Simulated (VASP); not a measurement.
Set up this calculation in VASP 6.6.1, as the native input.

| Quantity | Value |
| --- | --- |
| Task | single point |
| Functional | r2SCAN |
| Potentials or basis | VASP PAW PBE potentials, release 64 (Li_sv, Nb_sv, O) |
| Cutoff | 520 eV |
| k mesh | 6 × 6 × 6 |
| Occupations | fermi-dirac, width 0.02 eV |
| Spin | no spin polarisation |
| Dipole correction | no |
| Further INCAR settings | ALGO = Normal; EDIFF = 1e-06; NBANDS = 45 |

LiNbO3:

```xyz
10
Lattice="2.5922 1.4966 4.5630 -2.5922 1.4966 4.5630 0.0000 -2.9933 4.5630" Properties=species:S:1:pos:R:3 pbc="T T T"
Li    0.0000    0.0000    3.4223
Li    0.0000    0.0000   10.2668
Nb    0.0000    0.0000    6.8445
Nb    0.0000    0.0000    0.0000
O    -0.6301   -1.4966    5.7038
O    -0.9811    1.2940    5.7038
O     0.6301    1.4966    7.9853
O    -1.6112   -0.2026    7.9853
O     0.9811   -1.2940    7.9853
O     1.6112    0.2026    5.7038
```

These files were run (other wordings do the same):

POSCAR

```
LiNbO3
1.0
    2.5922312680      1.4966254204      4.5630037653
   -2.5922312680      1.4966254204      4.5630037653
    0.0000000000     -2.9932508408      4.5630037653
Li Nb O
2 2 6
Direct
    0.2500000000      0.2500000000      0.2500000000
    0.7500000000      0.7500000000      0.7500000000
    0.5000000000      0.5000000000      0.5000000000
    0.0000000000      0.0000000000      0.0000000000
    0.1284580543      0.3715419457      0.7500000000
    0.3715419457      0.7500000000      0.1284580543
    0.8715419457      0.6284580543      0.2500000000
    0.2500000000      0.8715419457      0.6284580543
    0.6284580543      0.2500000000      0.8715419457
    0.7500000000      0.1284580543      0.3715419457
```

INCAR.step1

```
SYSTEM = LiNbO3
  PREC = Accurate
  ENCUT = 520
  ISMEAR = -1
  SIGMA = 0.02
  LREAL = .False.
  LASPH = .True.
  NELM = 60
  NBANDS = 45
  GGA = PE
  ALGO = Normal
  EDIFF = 1E-4
  LWAVE = .True.
  LCHARG = .False.
```

INCAR.step2

```
SYSTEM = LiNbO3
  PREC = Accurate
  ENCUT = 520
  EDIFF = 1E-6
  ISMEAR = -1
  SIGMA = 0.02
  LREAL = .False.
  LASPH = .True.
  NELM = 60
  ALGO = Normal
  ISIF = 2
  LWAVE = .False.
  LCHARG = .True.
  METAGGA = R2SCAN
  LMIXTAU = .True.
  LELF = .True.
  LVHAR = .True.
  NBANDS = 45
  ISTART = 1
```

KPOINTS

```
Automatic mesh
0
Gamma
  6 6 6
  0 0 0
```

Potentials or basis: VASP PAW PBE potentials, release 64 (Li_sv, Nb_sv, O).

Launch:

```sh
$ cat potpaw_PBE.64/Li_sv/POTCAR potpaw_PBE.64/Nb_sv/POTCAR potpaw_PBE.64/O/POTCAR > POTCAR
$ cp INCAR.step1 INCAR
$ mpirun -np 1 vasp_std > vasp.out
$ cp INCAR.step2 INCAR
$ mpirun -np 1 vasp_std > vasp.out
```

Results of the run:

The largest force is 0.005 eV/Å and the band gap on the k mesh is 2.96 eV (least direct gap 3.08 eV).

Caveat: the PAW data sets were made with another functional, which shifts forces and pressure a little.

Wall time 21 min on 1 thread of AMD EPYC 7R43 64-Core Processor (Zen 3) (shared host), peak memory 0.32 GiB.
